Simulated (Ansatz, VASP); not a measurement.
One calculation of Sb, two programs

INCAR

```
ALGO = Normal ; EDIFF = 1E-6
EDIFFG = -0.01 ; ENCUT = 600
GGA = PE ; IBRION = 2
ISIF = 3 ; ISMEAR = 0
LASPH = True ; LCHARG = False
LREAL = False ; LWAVE = False
NELM = 100 ; NSW = 80
PREC = Accurate ; SIGMA = 0.1
```

KPOINTS

```
k-points
0
Gamma
  15 15 8
```

File POSCAR:

```
Sb
1.0
    3.4097985898      0.0000000000      0.0000000000
   -1.7048992949      2.9529722006      0.0000000000
    0.0000000000      0.0000000000      5.4555203944
Sb
2
Direct
    0.3333333333      0.6666666667      0.2500000000
    0.6666666667      0.3333333333      0.7500000000
```

Input for Ansatz:

```yaml
crystal:
  lattice:
    - [3.4097985898, 0.0, 0.0]
    - [-1.7048992949, 2.9529722006, 0.0]
    - [0.0, 0.0, 5.4555203944]
  atoms:
    - { symbol: Sb, position: [0.3333333333, 0.6666666667, 0.25] }
    - { symbol: Sb, position: [0.6666666667, 0.3333333333, 0.75] }
basis:
  ecutwfc: 420
kpoints:
  mp_grid: { grid: [15, 15, 8] }
hamiltonian:
  xc: pbe
scf:
  occupations: { method: gaussian, width: 0.1 }
output:
  forces: true
  stress: true
  eigenvalues: true
relax:
  adjacent_minimum: "off"
  f_tol: 0.01
  max_steps: 60
  cell: { stress_tol: 0.1 }
```

Alike in both runs: task relaxation of cell and atoms; functional PBE; k mesh 15 × 15 × 8; occupations gaussian, width 0.1 eV; no spin polarisation.

|  | VASP | Ansatz |
| --- | --- | --- |
| version | VASP 6.6.1 | Ansatz 0.2.0 |
| potentials or method | VASP PAW PBE potentials, release 64 (Sb), cutoff 600 eV | scalar-relativistic, plane waves, PAW |
| valence electrons in the cell | 10 | 30 |

```csv
,VASP,Ansatz,Ansatz less VASP
"gap on the k mesh at the Fermi level, each at its own relaxed structure (eV)",none,none,-
relaxed volume (Å³/atom),27.37,27.44,+0.065
relaxed length of the cell vector where the two differ most in proportion (Å),5.596,5.602,+0.0055
```

A gap of «none» marks a metal or a gap that the smearing closes. VASP's potentials hold 10 valence electrons a cell and Ansatz's 30, so a difference there can come from the potentials and not from the codes.

Spin-orbit coupling is off throughout.
